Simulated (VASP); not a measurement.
# ZnSe (Stilleite) (I-4m2) in VASP: a series of runs, part 2 of 2

VASP 6.6.1. The steps go on from the part before.

## 3. Single point, PBEsol

This run uses another cell than the first one, of 22.98 Å³/atom, 1.020 times its volume.

INCAR reads:

```
  PREC = Accurate
  ENCUT = 520
  EDIFF = 1E-6
  ISMEAR = -1
  SIGMA = 0.05
  LREAL = F
  LASPH = T
  NELM = 60
  ALGO = Normal
  ISIF = 2
  LWAVE = F
  LCHARG = F
  GGA = PS
  NBANDS = 16
```

KPOINTS reads:

```
Automatic mesh
0
Gamma
  7 7 7
```

POSCAR reads:

```
ZnSe
1.0
    0.0000000000      2.8338000000      2.8621380000
    2.8338000000      0.0000000000      2.8621380000
    2.8338000000      2.8338000000      0.0000000000
Se Zn
1 1
Direct
    0.7500000000      0.7500000000      0.7500000000
    0.0000000000      0.0000000000      0.0000000000
```

Potentials or basis: VASP PAW PBE potentials, release 64 (Se, Zn).

Started as:

```bash
cat potpaw_PBE.64/Se/POTCAR potpaw_PBE.64/Zn/POTCAR > POTCAR
mpirun -np 1 vasp_std > vasp.out
```

OUTCAR:

```text
PREC = Accurate
   ENCUT = 520
   EDIFF = 1E-6
   ISMEAR = -1
   LREAL = F
   LASPH = T
   NELM = 60
   ISIF = 2
   GGA = PS

 ion  position               nearest neighbor table
   1  0.750  0.750  0.750-   2 2.46   2 2.46   2 2.46   2 2.46
   2  0.000  0.000  0.000-   1 2.46   1 2.46   1 2.46   1 2.46

  LATTYP: Found a body centered tetragonal cell.
 ALAT       =     4.0075983931
 C/A-ratio  =     1.4283556980

  Lattice vectors:

 A1 = (  -2.8338000000,   0.0000000000,   2.8621380000)
 A2 = (   2.8338000000,   0.0000000000,   2.8621380000)
 A3 = (   0.0000000000,   2.8338000000,  -2.8621380000)

Analysis of symmetry for initial positions (statically):
=====================================================================
 Subroutine PRICEL returns:
 Original cell was already a primitive cell.

 Routine SETGRP: Setting up the symmetry group for a
 body centered tetragonal supercell.

 Subroutine GETGRP returns: Found  8 space group operations
 (whereof  8 operations were pure point group operations)
 out of a pool of 16 trial point group operations.

The static configuration has the point symmetry D_2d.

Analysis of symmetry for dynamics (positions and initial velocities):
=====================================================================
 Subroutine PRICEL returns:
 Original cell was already a primitive cell.

 Routine SETGRP: Setting up the symmetry group for a
 body centered tetragonal supercell.

 Subroutine GETGRP returns: Found  8 space group operations
 (whereof  8 operations were pure point group operations)
 out of a pool of 16 trial point group operations.

The dynamic configuration has the point symmetry D_2d.

 Subroutine INISYM returns: Found  8 space group operations
 (whereof  8 operations are pure point group operations),
 and found     1 'primitive' translations

----------------------------------------------------------------------------------------

                                     Primitive cell

  volume of cell :      45.9684

  direct lattice vectors                    reciprocal lattice vectors
     0.000000000  2.833800000  2.862138000    -0.176441527  0.176441527  0.174694581
     2.833800000  0.000000000  2.862138000     0.176441527 -0.176441527  0.174694581
     2.833800000  2.833800000  0.000000000     0.176441527  0.176441527 -0.174694581

  length of vectors
     4.027686230  4.027686230  4.007598393     0.304600430  0.304600430  0.304600430

  position of ions in fractional coordinates (direct lattice)
     0.750000000  0.750000000  0.750000000
     0.000000000  0.000000000  0.000000000

  ion indices of the primitive-cell ions
   primitive index   ion index
                 1           1
                 2           2

----------------------------------------------------------------------------------------

 KPOINTS: Automatic mesh

Automatic generation of k-mesh.
 Grid dimensions read from file:
 generate k-points for:    7    7    7

 Generating k-lattice:

  Cartesian coordinates                     Fractional coordinates (reciprocal lattice)
    -0.025205932  0.025205932  0.024956369     0.142857143  0.000000000  0.000000000
     0.025205932 -0.025205932  0.024956369     0.000000000  0.142857143  0.000000000
     0.025205932  0.025205932 -0.024956369    -0.000000000 -0.000000000  0.142857143

  Length of vectors
     0.043514347  0.043514347  0.043514347

  Shift w.r.t. Gamma in fractional coordinates (k-lattice)
     0.000000000  0.000000000  0.000000000

 Subroutine IBZKPT returns following result:
 ===========================================

 Found     40 irreducible k-points:

 Following reciprocal coordinates:
            Coordinates               Weight
  0.000000  0.000000  0.000000      1.000000
  0.142857 -0.000000  0.000000      8.000000
  0.285714 -0.000000  0.000000      8.000000
  0.428571 -0.000000  0.000000      8.000000
  0.142857  0.142857  0.000000      2.000000
  0.285714  0.142857  0.000000      8.000000
[... 16 lines left out ...]
  0.428571  0.285714  0.142857      8.000000
 -0.428571  0.285714  0.142857     16.000000
 [... further k-points ...]
   k-points           NKPTS =     40   k-points in BZ     NKDIM =     40   number of bands    NBANDS=     16
   number of dos      NEDOS =    301   number of ions     NIONS =      2
   total plane-waves  NPLWV =  27000
   dimension x,y,z NGX =    30 NGY =   30 NGZ =   30
   dimension x,y,z NGXF=    60 NGYF=   60 NGZF=   60
   ions per type =               1   1
   NGX,Y,Z   is equivalent  to a cutoff of  12.38, 12.38, 12.44 a.u.
   NGXF,Y,Z  is equivalent  to a cutoff of  24.77, 24.77, 24.89 a.u.
 SYSTEM =  unknown system
   PREC   = accura    normal or accurate (medium, high low for compatibility)
   ISTART =      0    job   : 0-new  1-cont  2-samecut
   ICHARG =      2    charge: 1-file 2-atom 10-const
   ISPIN  =      1    spin polarized calculation?
   LNONCOLLINEAR =      F non collinear calculations
   LSORBIT =      F    spin-orbit coupling
   LASPH  =      T    aspherical Exc in radial PAW
   ENCUT  =  520.0 eV  38.22 Ry    6.18 a.u.   7.49  7.49  7.45*2*pi/ulx,y,z
   NELM   =     60;   NELMIN=  2; NELMDL= -5     # of ELM steps
   EDIFF  = 0.1E-05   stopping-criterion for ELM
   LREAL  =      F    real-space projection
   EDIFFG = 0.1E-04   stopping-criterion for IOM
   NSW    =      0    number of steps for IOM
   IBRION =     -1    ionic relax: 0-MD 1-quasi-New 2-CG
   NFREE  =      0    steps in history (QN), initial steepest desc. (CG)
   ISIF   =      2    stress and relaxation
   ISYM   =      2    0-nonsym 1-usesym 2-fastsym
   POTIM  = 0.5000    time-step for ionic-motion
   TEBEG  =    0.0;   TEEND  =   0.0 temperature during run
   PSTRESS=    0.0 pullay stress
   NELECT =      18.0000    total number of electrons
   NUPDOWN=      -1.0000    fix difference up-down
   EMIN   =  10.00;   EMAX   =-10.00  energy-range for DOS
   EFERMI =   0.00;   METHOD = LEGACY
   ISMEAR =    -1;   SIGMA  =   0.05  broadening in eV -4-tet -1-fermi 0-gaus
   EFERMI_NEDOS =   21; number of points for ismear=-14 and -15
   IALGO  =     38    algorithm
   IMIX   =      4    mixing-type and parameters
     AMIX     =   0.40;   BMIX     =  1.00
     AMIX_MAG =   1.60;   BMIX_MAG =  1.00
  volume/ion in A,a.u.               =      22.98       155.10
  Fermi-wavevector in a.u.,A,eV,Ry     =   1.197694  2.263314 19.517174  1.434472
  Thomas-Fermi vector in A             =   2.333603
   LORBIT       =      0    0 simple, 1 ext, 2 COOP (PROOUT), +10 PAW based schemes
   GGA     = PS    functional components
   LHFCALC =     F    Hartree Fock is set to
   AEXX    =    0.0000 exact exchange contribution
   IVDW    =     0    specifies the selected vdW correction
   LEPSILON=     F    determine dielectric tensor
   LRPA    =     F    only Hartree local field effects (RPA)
 non-spin polarized calculation
  energy-cutoff  :      520.00
  volume of cell :       45.97
 maximum number of plane-waves:      1259
 NGX is ok and might be reduce to    30
   NGX = 15   NGY = 15   NGZ = 15

 number of electron      18.0000016 magnetization

 Free energy of the ion-electron system (eV)
  ---------------------------------------------------
  ext. energy  EPLUGINS =         0.00000000
  ---------------------------------------------------
  free energy    TOTEN  =        -6.76645589 eV

  energy without entropy =       -6.76645572  energy(sigma->0) =       -6.76645580

 E-fermi :   2.0017     XC(G=0):  -9.4807

 val. band max:        1.4168604868   @ k =   0.0000   0.0000   0.0000
 cond. band min:       2.5350588212   @ k =   0.0000   0.0000   0.0000
 fundamental gap:      1.1181983344
 Fermi energy:         2.0017268397

 k-point     1 :       0.0000    0.0000    0.0000
  band No.  band energies     occupation
      1     -11.8175      2.00000
      2      -5.1189      2.00000
      3      -5.1144      2.00000
      4      -5.1144      2.00000
      5      -4.7544      2.00000
      6      -4.7526      2.00000
[... 8 lines left out ...]
     15      12.7175      0.00000
     16      12.9006      0.00000
[... 419 lines left out ...]
 k-point    24 :      -0.4286    0.2857    0.1429
  band No.  band energies     occupation
      1     -10.9140      2.00000
      2      -5.0138      2.00000
      3      -4.9711      2.00000
      4      -4.8110      2.00000
      5      -4.7443      2.00000
      6      -4.6060      2.00000
[... 8 lines left out ...]
     15      13.6709      0.00000
     16      15.2053      0.00000

 [... further k-points ...]

------------------------ aborting loop because EDIFF is reached ----------------------------------------

  FORCE on cell =-STRESS in cart. coord.  units (eV):
  Direction    XX          YY          ZZ          XY          YZ          ZX
  --------------------------------------------------------------------------------------
  -------------------------------------------------------------------------------------
  Total       -0.3863638     -0.3863638     -0.4926402      0.0000000      0.0000000      0.0000000
  in kB      -13.4662936    -13.4662936    -17.1704410      0.0000000      0.0000000      0.0000000
  external PRESSURE =     -14.7010094 kB  Pullay stress =       0.0000000 kB

 VOLUME and BASIS-vectors are now :
 -----------------------------------------------------------------------------
  energy-cutoff  :      520.00
  volume of cell :       45.97
      direct lattice vectors                 reciprocal lattice vectors
     0.000000000  2.833800000  2.862138000    -0.176441527  0.176441527  0.174694581
     2.833800000  0.000000000  2.862138000     0.176441527 -0.176441527  0.174694581
     2.833800000  2.833800000  0.000000000     0.176441527  0.176441527 -0.174694581

 POSITION                                       TOTAL-FORCE (eV/Angst)
 -----------------------------------------------------------------------------------
      4.25070      4.25070      4.29321        -0.000000     -0.000000     -0.000000
      0.00000      0.00000      0.00000         0.000000      0.000000      0.000000
 -----------------------------------------------------------------------------------
    total drift:                               -0.000000     -0.000000      0.000001

  FREE ENERGIE OF THE ION-ELECTRON SYSTEM (eV)
  ---------------------------------------------------
  free  energy   TOTEN  =        -6.7664558854 eV

  energy  without entropy=       -6.7664557156  energy(sigma->0) =       -6.76645580
```

OSZICAR:

```text
N       E                     dE             d eps       ncg     rms          rms(c)
DAV:   1     0.876885452783E+02    0.87689E+02   -0.87952E+03  1280   0.127E+03
DAV:   2    -0.133197735631E+01   -0.89021E+02   -0.83672E+02  1408   0.252E+02
DAV:   3    -0.702365546876E+01   -0.56917E+01   -0.56679E+01  1560   0.627E+01
DAV:   4    -0.707077038412E+01   -0.47115E-01   -0.47110E-01  1576   0.599E+00
DAV:   5    -0.707098018238E+01   -0.20980E-03   -0.20980E-03  1600   0.370E-01    0.457E+00
DAV:   6    -0.678810690435E+01    0.28287E+00   -0.62557E-01  1704   0.269E+01    0.358E+00
DAV:   7    -0.676916835809E+01    0.18939E-01   -0.16132E-01  1568   0.375E+00    0.156E+00
DAV:   8    -0.676659400528E+01    0.25744E-02   -0.38751E-03  1672   0.647E-01    0.418E-01
DAV:   9    -0.676640740939E+01    0.18660E-03   -0.83037E-04  1512   0.288E-01    0.651E-02
DAV:  10    -0.676646762506E+01   -0.60216E-04   -0.19980E-04  1648   0.166E-01    0.217E-02
DAV:  11    -0.676645547508E+01    0.12150E-04   -0.36127E-05  1728   0.838E-02    0.369E-03
DAV:  12    -0.676645588536E+01   -0.41028E-06   -0.56158E-06  1608   0.158E-02
   1 F= -.67664559E+01 E0= -.67664558E+01  d E =-.169741E-06
```

Wall time 25 s (1 thread of Intel Xeon Platinum 8488C (Sapphire Rapids), shared host); peak memory 0.18 GiB.

What came out:

```yaml
Free_energy: -6.7665 eV
Pressure: -1.5 GPa
Band_gap_on_the_k_mesh: 1.12 eV, direct
```

Stress tensor (GPa, compression positive):
```
-1.35  0.00  0.00
 0.00 -1.35  0.00
 0.00  0.00 -1.72
```

Caveat: the PAW data sets were made with another functional, which shifts forces and pressure a little. As with any semilocal functional, this PBEsol gap is likely too small.
